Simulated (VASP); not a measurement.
# AlCo (R-3m) in VASP: a series of runs

Runs on AlCo. Level: PBEsol. Tasks: single point.

All numbers are computed with VASP 6.6.1; they aren't measurements. Logs are shortened: lines on timing, memory, paths and dates and some standing lists are left out, and cuts for length are marked.

**1. The cell of the first run**

It takes space group R-3m (No. 166, trigonal). The conventional cell has a = 3.341 Å, b = 3.341 Å, c = 6.956 Å, α = 90.00°, β = 90.00°, γ = 120.00°. Within 3.0 Å of Al (site symmetry -3m) lie 6 Co at 2.25 Å. Within 3.0 Å of Co (site symmetry -3m) lie 6 Al at 2.25 Å.

**2. Single point, PBEsol**

Input file INCAR:

```
ALGO = Fast ; EDIFF = 1E-7
ENCUT = 520 ; GGA = PS
ISIF = 2 ; ISMEAR = 0
LASPH = T ; LCHARG = F
LREAL = F ; LWAVE = F
NBANDS = 13 ; NELM = 80
PREC = Accurate ; SIGMA = 0.15
```

Input file KPOINTS:

```
k-points
0
Gamma
  18 18 18
```

Input file POSCAR:

```
AlCo
1.0
    2.9135424634      0.5512107363      0.5512107363
    0.5512107363      2.9135424634      0.5512107363
    0.5512107363      0.5512107363      2.9135424634
Al Co
1 1
Direct
    0.0000000000      0.0000000000      0.0000000000
    0.5000000000      0.5000000000      0.5000000000
```

Potentials or basis: VASP PAW PBE potentials, release 64 (Al, Co).

Run with:

```bash
$ cat potpaw_PBE.64/Al/POTCAR potpaw_PBE.64/Co/POTCAR > POTCAR
$ mpirun -np 1 vasp_std > vasp.out
```

OUTCAR:

```text
EDIFF = 1E-7
   ENCUT = 520
   GGA = PS
   ISIF = 2
   ISMEAR = 0
   LASPH = T
   LREAL = F
   NELM = 80
   PREC = Accurate

 ion  position               nearest neighbor table
   1  0.000  0.000  0.000-   2 2.25   2 2.25   2 2.25   2 2.25   2 2.25   2 2.25
   2  0.500  0.500  0.500-   1 2.25   1 2.25   1 2.25   1 2.25   1 2.25   1 2.25

  LATTYP: Found a trigonal (rhomboedric) cell.
 ALAT       =     3.0160232489
 COS(alpha) =     0.3865030675

  Lattice vectors:

 A1 = (   2.9135424634,   0.5512107363,   0.5512107363)
 A2 = (   0.5512107363,   2.9135424634,   0.5512107363)
 A3 = (   0.5512107363,   0.5512107363,   2.9135424634)

Analysis of symmetry for initial positions (statically):
=====================================================================
 Subroutine PRICEL returns:
 Original cell was already a primitive cell.

 Routine SETGRP: Setting up the symmetry group for a
 trigonal (rhombohedral) supercell.

 Subroutine GETGRP returns: Found 12 space group operations
 (whereof 12 operations were pure point group operations)
 out of a pool of 12 trial point group operations.

The static configuration has the point symmetry D_3d.

Analysis of symmetry for dynamics (positions and initial velocities):
=====================================================================
 Subroutine PRICEL returns:
 Original cell was already a primitive cell.

 Routine SETGRP: Setting up the symmetry group for a
 trigonal (rhombohedral) supercell.

 Subroutine GETGRP returns: Found 12 space group operations
 (whereof 12 operations were pure point group operations)
 out of a pool of 12 trial point group operations.

The dynamic configuration has the point symmetry D_3d.

 Subroutine INISYM returns: Found 12 space group operations
 (whereof 12 operations are pure point group operations),
 and found     1 'primitive' translations

----------------------------------------------------------------------------------------

                                     Primitive cell

  volume of cell :      22.4115

  direct lattice vectors                    reciprocal lattice vectors
     2.913542463  0.551210736  0.551210736     0.365209123 -0.058101451 -0.058101451
     0.551210736  2.913542463  0.551210736    -0.058101451  0.365209123 -0.058101451
     0.551210736  0.551210736  2.913542463    -0.058101451 -0.058101451  0.365209123

  length of vectors
     3.016023249  3.016023249  3.016023249     0.374338431  0.374338431  0.374338431

  position of ions in fractional coordinates (direct lattice)
     0.000000000  0.000000000  0.000000000
     0.500000000  0.500000000  0.500000000

[... 83 lines left out ...]
   ISYM   =      2    0-nonsym 1-usesym 2-fastsym
   POTIM  = 0.5000    time-step for ionic-motion
   TEBEG  =    0.0;   TEEND  =   0.0 temperature during run
   PSTRESS=    0.0 pullay stress
   NELECT =      12.0000    total number of electrons
   NUPDOWN=      -1.0000    fix difference up-down
   EMIN   =  10.00;   EMAX   =-10.00  energy-range for DOS
   EFERMI =   0.00;   METHOD = LEGACY
   ISMEAR =     0;   SIGMA  =   0.15  broadening in eV -4-tet -1-fermi 0-gaus
   EFERMI_NEDOS =   21; number of points for ismear=-14 and -15
   IALGO  =     68    algorithm
   IMIX   =      4    mixing-type and parameters
     AMIX     =   0.40;   BMIX     =  1.00
     AMIX_MAG =   1.60;   BMIX_MAG =  1.00
  volume/ion in A,a.u.               =      11.21        75.62
  Fermi-wavevector in a.u.,A,eV,Ry     =   1.329366  2.512138 24.044423  1.767215
  Thomas-Fermi vector in A             =   2.458534
   LORBIT       =      0    0 simple, 1 ext, 2 COOP (PROOUT), +10 PAW based schemes
   GGA     = PS    functional components
   LHFCALC =     F    Hartree Fock is set to
   AEXX    =    0.0000 exact exchange contribution
   IVDW    =     0    specifies the selected vdW correction
   LEPSILON=     F    determine dielectric tensor
   LRPA    =     F    only Hartree local field effects (RPA)
 non-spin polarized calculation
 RMM-DIIS sequential band-by-band and
 Gauss-broadening in eV      SIGMA  =   0.15
  energy-cutoff  :      520.00
  volume of cell :       22.41
 maximum number of plane-waves:       627
   NGX = 11   NGY = 11   NGZ = 11

 number of electron      11.9999994 magnetization

 Free energy of the ion-electron system (eV)
  ---------------------------------------------------
  ext. energy  EPLUGINS =         0.00000000
  ---------------------------------------------------
  free energy    TOTEN  =       -11.27882063 eV

  energy without entropy =      -11.26600802  energy(sigma->0) =      -11.27241432

 E-fermi :  10.8652     XC(G=0): -12.4733

 val. band max:       10.8629154695   @ k =  -0.3889   0.5000   0.3333
 cond. band min:      10.8704532301   @ k =  -0.4444   0.3889   0.0556
 fundamental gap:      0.0075377605
 Fermi energy:        10.8651940471

 k-point     1 :       0.0000    0.0000    0.0000
  band No.  band energies     occupation
      1      -0.3134      2.00000
      2       8.4113      2.00000
      3       8.4113      2.00000
      4       9.1353      2.00000
      5       9.1353      2.00000
      6       9.4417      2.00000
      7      18.3484      0.00000
      8      18.3484      0.00000
      9      20.2462      0.00000
     10      22.0753      0.00000
     11      22.0753      0.00000
     12      25.0105      0.00000
     13      25.6852      0.00000
[... 354 lines left out ...]
  band No.  band energies     occupation
      1       0.9565      2.00000
      2       7.8033      2.00000
      3       8.3843      2.00000
      4       8.9883      2.00000
      5       9.2494      2.00000
      6       9.6762      2.00000
      7      13.8225      0.00000
      8      17.4021      0.00000
      9      20.0631      0.00000
     10      22.5836      0.00000
     11      23.7575      0.00000
     12      24.0488      0.00000
     13      25.5338      0.00000

 [... further k-points ...]
[... 5 lines left out ...]
  --------------------------------------------------------------------------------------
  -------------------------------------------------------------------------------------
  Total        3.9031600      3.9031600      3.9031600     -1.6336080     -1.6336080     -1.6336080
  in kB      279.0328707    279.0328707    279.0328707   -116.7849491   -116.7849491   -116.7849491
  external PRESSURE =     279.0328707 kB  Pullay stress =       0.0000000 kB

 VOLUME and BASIS-vectors are now :
 -----------------------------------------------------------------------------
  energy-cutoff  :      520.00
  volume of cell :       22.41
      direct lattice vectors                 reciprocal lattice vectors
     2.913542463  0.551210736  0.551210736     0.365209123 -0.058101451 -0.058101451
     0.551210736  2.913542463  0.551210736    -0.058101451  0.365209123 -0.058101451
     0.551210736  0.551210736  2.913542463    -0.058101451 -0.058101451  0.365209123

 POSITION                                       TOTAL-FORCE (eV/Angst)
 -----------------------------------------------------------------------------------
      0.00000      0.00000      0.00000         0.000000      0.000000      0.000000
      2.00798      2.00798      2.00798        -0.000000     -0.000000      0.000000
 -----------------------------------------------------------------------------------
    total drift:                                0.000000      0.000000     -0.000000

  FREE ENERGIE OF THE ION-ELECTRON SYSTEM (eV)
  ---------------------------------------------------
  free  energy   TOTEN  =       -11.2788206293 eV

  energy  without entropy=      -11.2660080171  energy(sigma->0) =      -11.27241432
```

OSZICAR:

```text
N       E                     dE             d eps       ncg     rms          rms(c)
DAV:   1     0.379310908427E+02    0.37931E+02   -0.52722E+03 15290   0.981E+02
DAV:   2    -0.105874687937E+02   -0.48519E+02   -0.44539E+02 15950   0.174E+02
DAV:   3    -0.122630460356E+02   -0.16756E+01   -0.16610E+01 18618   0.372E+01
DAV:   4    -0.122888059728E+02   -0.25760E-01   -0.25753E-01 17420   0.420E+00
DAV:   5    -0.122896565765E+02   -0.85060E-03   -0.85059E-03 18917   0.816E-01    0.110E+01
RMM:   6    -0.136419054324E+02   -0.13522E+01   -0.90364E+00 17620   0.381E+01    0.121E+01
RMM:   7    -0.112935887774E+02    0.23483E+01   -0.29022E+00 16547   0.220E+01    0.210E+00
RMM:   8    -0.112846807092E+02    0.89081E-02   -0.22357E-02 17266   0.127E+00    0.648E-01
RMM:   9    -0.112805235129E+02    0.41572E-02   -0.16131E-02 17916   0.114E+00    0.412E-01
RMM:  10    -0.112789680674E+02    0.15554E-02   -0.52073E-03 18897   0.983E-01    0.213E-01
RMM:  11    -0.112788130686E+02    0.15500E-03   -0.82705E-04 21357   0.268E-01    0.635E-02
RMM:  12    -0.112788193822E+02   -0.63135E-05   -0.19006E-04 22600   0.980E-02    0.211E-02
RMM:  13    -0.112788208121E+02   -0.14300E-05   -0.20433E-05 22246   0.379E-02    0.171E-02
RMM:  14    -0.112788205283E+02    0.28378E-06   -0.64318E-06 20903   0.220E-02    0.199E-02
RMM:  15    -0.112788206303E+02   -0.10202E-06   -0.27261E-06 21290   0.119E-02    0.807E-03
RMM:  16    -0.112788206293E+02    0.10319E-08   -0.34536E-07 17424   0.380E-03
   1 F= -.11278821E+02 E0= -.11272414E+02  d E =-.128126E-01
```

stdout:

```text
POSCAR found type information on POSCAR AlCo
 POSCAR found :  2 types and       2 ions
 scaLAPACK will be used
 -----------------------------------------------------------------------------
|                                                                             |
|                                                                             |
|     You enforced a specific xc type in the INCAR file but a different       |
|     I HOPE YOU KNOW WHAT YOU ARE DOING!                                     |
|                                                                             |
 -----------------------------------------------------------------------------

 LDA part: xc-table for (Slater+PW92), standard interpolation
 POSCAR, INCAR and KPOINTS ok, starting setup
 FFT: planning ... GRIDC
 FFT: planning ... GRID_SOFT
 FFT: planning ... GRID
 WAVECAR not read
 entering main loop
WARNING in EDDRMM: call to ZHEGV failed, returncode =   6  3     13
WARNING in EDDRMM: call to ZHEGV failed, returncode =   6  3     12
WARNING in EDDRMM: call to ZHEGV failed, returncode =   8  4     13
WARNING in EDDRMM: call to ZHEGV failed, returncode =   8  4     13
WARNING in EDDRMM: call to ZHEGV failed, returncode =   8  4     11
WARNING in EDDRMM: call to ZHEGV failed, returncode =   6  3     13
```

Wall time 2 min (1 thread of AMD EPYC 9R45 (Zen 5), shared host); peak memory 0.26 GiB.

What came out:

| Property | Result |
| --- | --- |
| Free energy | -11.2788 eV |
| Pressure | 27.9 GPa |
| Band gap on the k mesh | zero (band 6 reaches 11.26 eV, above the bottom of band 7 at 10.70 eV) |

Stress tensor (GPa, compression positive):
```
 27.90 -11.68 -11.68
-11.68  27.90 -11.68
-11.68 -11.68  27.90
```

Caveat: the PAW data sets were made with another functional, which shifts forces and pressure a little. Spin polarisation is off, so any magnetic state and its effect on volume and gap are missing.

(Continued in part 2 of 2.)
